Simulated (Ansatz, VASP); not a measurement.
**Two plane-wave programs on Be**

```xyz
3
Lattice="3.4812 0.0000 0.0000 -1.7406 3.0148 0.0000 0.0000 0.0000 2.1211" Properties=species:S:1:pos:R:3 pbc="T T T"
Be    0.0000    0.0000    0.0000
Be    0.0000    2.0099    1.0606
Be    1.7406    1.0049    1.0606
```

Change from the starting cell: volume scaled by 0.92, PAW files.

Alike in both runs: task single point; functional PBE; k mesh 10 × 10 × 14; occupations fermi-dirac, width 0.08 eV; no spin polarisation.

|  | VASP | Ansatz |
| --- | --- | --- |
| version | VASP 6.6.1 | Ansatz 0.2.0 |
| potentials or method | VASP PAW PBE potentials, release 64 (Be) | PAW with Ansatz's default frozen-core files, scalar-relativistic |
| plane-wave cutoff (eV) | 520 | 420 |
| valence electrons in the cell | 6 | 6 |

```tsv
	VASP	Ansatz	Ansatz less VASP
pressure (GPa)	11.1	10.9	-0.18
```
